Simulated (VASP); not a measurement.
Input of a VASP 6.6.1 run:

Contents of POSCAR:

```
P
1.0
    1.6739534227      0.9664574592      3.2235704125
   -1.6739534227      0.9664574592      3.2235704125
    0.0000000000     -1.9329149184      3.2235704125
P
2
Direct
    0.2270802500      0.2270802500      0.2270802500
    0.7729197500      0.7729197500      0.7729197500
```

File INCAR.step1:

```
ALGO     = Normal         # electronic algorithm
EDIFF    = 1E-4           # SCF threshold, eV
ENCUT    = 520            # plane-wave cutoff, eV
GGA      = PE             # functional
ISMEAR   = 0              # smearing method
LASPH    = True           # aspherical terms in the spheres
LCHARG   = False          # write CHGCAR
LREAL    = False          # projectors in reciprocal space
LWAVE    = True           # write WAVECAR
NBANDS   = 12             # bands
NELM     = 80             # most SCF steps
PREC     = Accurate       # precision mode
SIGMA    = 0.15           # smearing width, eV
```

INCAR.step2

```
ALGO     = Normal         # electronic algorithm
EDIFF    = 1E-7           # SCF threshold, eV
ENCUT    = 520            # plane-wave cutoff, eV
ISIF     = 2              # what is computed and relaxed
ISMEAR   = 0              # smearing method
ISTART   = 1            
LASPH    = True           # aspherical terms in the spheres
LCHARG   = True           # write CHGCAR
LELF     = True           # ELF
LMIXTAU  = True         
LREAL    = False          # projectors in reciprocal space
LVHAR    = True         
LWAVE    = False          # write WAVECAR
METAGGA  = R2SCAN         # meta-GGA
NBANDS   = 12             # bands
NELM     = 80             # most SCF steps
PREC     = Accurate       # precision mode
SIGMA    = 0.15           # smearing width, eV
```

KPOINTS

```
k-points
0
Gamma
  18 18 18
```

Potentials or basis: VASP PAW PBE potentials, release 64 (P).

The run is started by

```bash
$ cat potpaw_PBE.64/P/POTCAR > POTCAR
$ cp INCAR.step1 INCAR
$ mpirun -np 1 vasp_std > vasp.out
$ cp INCAR.step2 INCAR
$ mpirun -np 1 vasp_std > vasp.out
```

**Question.** Estimate the band gap on the k mesh.

**Answer.** Zero (bands 5 and 6 overlap by 1.30 eV).

**Question.** Estimate the pressure.

**Answer.** 5.0 GPa.

**Question.** What does it give for the largest force?

**Answer.** 0.018 eV/Å.

Stress tensor (GPa, compression positive):
```
7.11 0.00 0.00
0.00 7.11 0.00
0.00 0.00 0.65
```

Caveat: the cell differs from its parent crystal (strain -0.030 along x and y, +0.030 along z); the cell stands under pressure; the PAW data sets were made with another functional, which shifts forces and pressure a little.
